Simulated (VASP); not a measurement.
Runs of VASP 6.6.1 on HgH2. The structure is that of space group P4/nmm (No. 129), or close to it. The cells are those of the table. 

| task | potentials or basis | cell | k mesh | cutoff (eV) | second run | gap on the mesh (eV) | pressure (GPa) | largest force (eV/Å) |
| --- | --- | --- | --- | --- | --- | --- | --- | --- |
| single point | VASP PAW PBE potentials, release 64 (Hg, H) | a = 3.758, b = 3.758, c = 7.044 Å, 6 atoms | 6 × 6 × 4 | 520 | - | none | 0.2 | 0.08 |
| single point | VASP PAW PBE potentials, release 64 (Hg, H) | a = 3.751, b = 3.751, c = 7.425 Å, 6 atoms | 10 × 10 × 6 | 520 | - | none | (b) | 0.07 |
| single point | VASP PAW PBE potentials, release 64 (Hg_sv_GW, H) | a = 3.751, b = 3.751, c = 7.425 Å, 6 atoms | 10 × 10 × 6 | 500 | valence_matched | none | -0.7 | - |
| relaxation of cell and atoms | VASP PAW PBE potentials, release 64 (Hg, H) | relaxed from a = 3.560, b = 3.560, c = 5.432 Å, 6 atoms | 6 × 6 × 4 | 600 | - | none | 0.0 | 0.04 |
| single point | VASP PAW PBE potentials, release 64 (Hg, H) | a = 3.560, b = 3.560, c = 5.432 Å, 6 atoms | 6 × 6 × 4 | 520 | - | none | (a) | 1.12 |

Alike in all rows: level PBE; no spin polarisation; smearing gaussian 0.1 eV.

Question: Estimate the missing entries.

Answer: (a) -4.6; (b) 0.1.

Caveats: spin-orbit coupling is left out, which moves the levels of the heavy elements; forces of over 1 eV/Å act on the atoms, so gaps and moduli don't describe the material at rest (some runs).

A k mesh can miss the band edges, and the runs leave out spin-orbit coupling on Hg.

A gap of «none» marks levels without a gap at the run's occupations.

The runs don't all hold the same shells in valence.
